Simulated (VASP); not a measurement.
Here is a VASP 6.6.1 calculation.

File INCAR:

```
PREC     = Accurate       # precision mode
ENCUT    = 520            # plane-wave cutoff, eV
EDIFF    = 1E-6           # SCF threshold, eV
ISMEAR   = 0              # smearing method
SIGMA    = 0.1            # smearing width, eV
LREAL    = Auto         
LASPH    = True           # aspherical terms in the spheres
NELM     = 100            # most SCF steps
ALGO     = Fast           # electronic algorithm
ISIF     = 2              # what is computed and relaxed
LWAVE    = False          # write WAVECAR
LCHARG   = False          # write CHGCAR
LDIPOL   = True         
IDIPOL   = 3            
DIPOL    = 0.5 0.5 0.329
GGA      = PE             # functional
IVDW     = 12             # dispersion correction
NBANDS   = 116            # bands
```

File KPOINTS:

```
regular mesh
0
Gamma
  6 6 1
```

Contents of POSCAR:

```
Zr8N
1.0
    6.3664247930      0.0000000000      0.0000000000
   -3.1832123965      5.5134856020      0.0000000000
    0.0000000000      0.0000000000     26.3387889958
Zr N
16 2
Direct
    0.3333333333      0.1666666667      0.1518672708
    0.3333333333      0.6666666667      0.1518672708
    0.8333333333      0.1666666667      0.1518672708
    0.8333333333      0.6666666667      0.1518672708
    0.1666666667      0.3333333333      0.2489701510
    0.1666666667      0.8333333333      0.2489701510
    0.6666666667      0.3333333333      0.2489701510
    0.6666666667      0.8333333333      0.2489701510
    0.3333333333      0.1666666667      0.3487109194
    0.3333333333      0.6666666667      0.3487109194
    0.8333333333      0.1666666667      0.3487109194
    0.8333333333      0.6666666667      0.3487109194
    0.1666666667      0.3333333333      0.4418877799
    0.1666666667      0.8333333333      0.4418877799
    0.6666666667      0.3333333333      0.4418877799
    0.6666666667      0.8333333333      0.4418877799
    0.3333333333      0.4166666667      0.5557882330
    0.3333333333      0.4166666667      0.5975517325
```

Potentials or basis: VASP PAW PBE potentials, release 64 (Zr_sv, N).

Run with:

```bash
$ cat potpaw_PBE.64/Zr_sv/POTCAR potpaw_PBE.64/N/POTCAR > POTCAR
$ mpirun -np 1 vasp_std > vasp.out
```

(1) What does it give for the dispersion energy per atom?

(2) Predict the largest force.

(3) Estimate the band gap on the k mesh.

## Answers

(1) -0.373 eV.

(2) 2.862 eV/Å.

(3) zero (bands 101 and 102 overlap by 1.14 eV).

Caveat: the standard files for N, O and F lose accuracy on very short bonds.
